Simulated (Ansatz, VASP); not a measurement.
AlNi: VASP beside Ansatz

```
Al Ni
1.0
     1.93869   -1.95319    0.00000
     1.93869    1.95319    0.00000
     0.00000    0.00000    3.09943
Al Ni
1 1
Direct
  0.00000 0.00000 0.00000
  0.50000 0.50000 0.50000
```

Alike in both runs: task single point; functional r2SCAN; k mesh 12 × 12 × 12; occupations gaussian, width 0.05 eV; no spin polarisation.

```csv
,VASP,Ansatz
version,VASP 6.6.1,Ansatz 0.2.0
potentials or method,"VASP PAW PBE potentials, release 64 (Al, Ni), cutoff 520 eV","scalar-relativistic, plane waves, PAW"
valence electrons in the cell,13,21
```

Ansatz gave:

```
gap on the k mesh at the Fermi level (eV)                     : none
pressure (GPa)                                                : 0.6
traceless stress, the component that is largest in VASP (GPa) : -5.07
```

Problem. Estimate VASP's values.

Solution. gap on the k mesh at the Fermi level (eV): none; pressure (GPa): 0.4; traceless stress, the component that is largest in VASP (GPa): -5.25.

VASP's potentials were made for PBE, not for r2SCAN. A gap of «none» marks a metal or a gap that the smearing closes. VASP's potentials hold 13 valence electrons a cell and Ansatz's 21, so a difference there can come from the potentials and not from the codes.
